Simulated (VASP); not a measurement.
Crystal: Ca3Zr2N.

```
Ca Zr N
1.0
     4.93222    0.00000    0.00000
    -2.46611    4.27143    0.00000
     0.00000    0.00000    5.81025
Ca Zr N
3 2 1
Direct
  0.50000 0.00000 0.00000
  0.00000 0.50000 0.00000
  0.50000 0.50000 0.00000
  0.00000 0.00000 0.21330
  0.00000 0.00000 0.78670
  0.00000 0.00000 0.50000
```

The cell was generated, and may not be a known phase.

- Program: VASP 6.6.1
- Task: relaxation of cell and atoms
- Functional: PBE
- Potentials or basis: VASP PAW PBE potentials, release 64 (Ca_sv, Zr_sv, N)
- Cutoff: 600 eV
- k mesh: 6 × 6 × 4
- Occupations: gaussian, width 0.1 eV
- Spin: no spin polarisation

At the start: pressure 50.8 GPa; volume 20.40 Å³/atom.

Q: How do energy, volume and symmetry change on relaxing?

A: Over 19 steps the energy falls by 2504.4 meV/atom and the volume is 45.42 Å³/atom (+122.6 %); space group P6/mmm (No. 191, to 0.1 Å) before and after.

Step by step:
```
step  energy change (eV)  largest force (eV/Å)  pressure (GPa)  volume (Å³)
   1              0.0000                4.9402           50.80       122.41
   2             -8.3372                3.0686           -0.03       275.12
   3             -8.6517                5.7561            7.13       202.19
   4             -8.7664                5.0260            4.42       224.11
   5            -13.5500                3.4167           -4.03       305.89
   6            -13.7025                3.0616           -4.64       322.39
   7            -12.6115               11.8545            6.38       270.14
   8            -14.8709                0.2870           -1.70       296.96
   9            -14.8769                0.5455           -1.51       295.93
  10            -14.8781                0.7062           -1.39       295.31
  11            -15.0051                0.1627           -0.53       279.54
  12            -15.0149                0.0306           -0.18       274.23
  13            -15.0182                0.4393            0.33       271.36
  14            -15.0197                0.2691            0.14       272.38
  15            -15.0253                0.1258            0.09       272.26
  16            -15.0262                0.0356            0.07       272.18
  17            -15.0262                0.0421            0.08       272.19
  18            -15.0260                0.0800           -0.07       273.02
  19            -15.0263                0.0059            0.02       272.51
```

Final structure:
```yaml
crystal:
  lattice:
    - [6.94037, 0.00000, 0.00000]
    - [-3.47019, 6.01054, 0.00000]
    - [0.00000, 0.00000, 6.53265]
  atoms:
    - { symbol: Ca, position: [0.50000, 0.00000, 0.00000] }
    - { symbol: Ca, position: [0.00000, 0.50000, 0.00000] }
    - { symbol: Ca, position: [0.50000, 0.50000, 0.00000] }
    - { symbol: Zr, position: [0.00000, 0.00000, 0.20909] }
    - { symbol: Zr, position: [0.00000, 0.00000, 0.79091] }
    - { symbol: N, position: [0.00000, 0.00000, 0.50000] }
```

Caveat: the volume moved by over 15 % at a fixed basis, so the end points are rough.
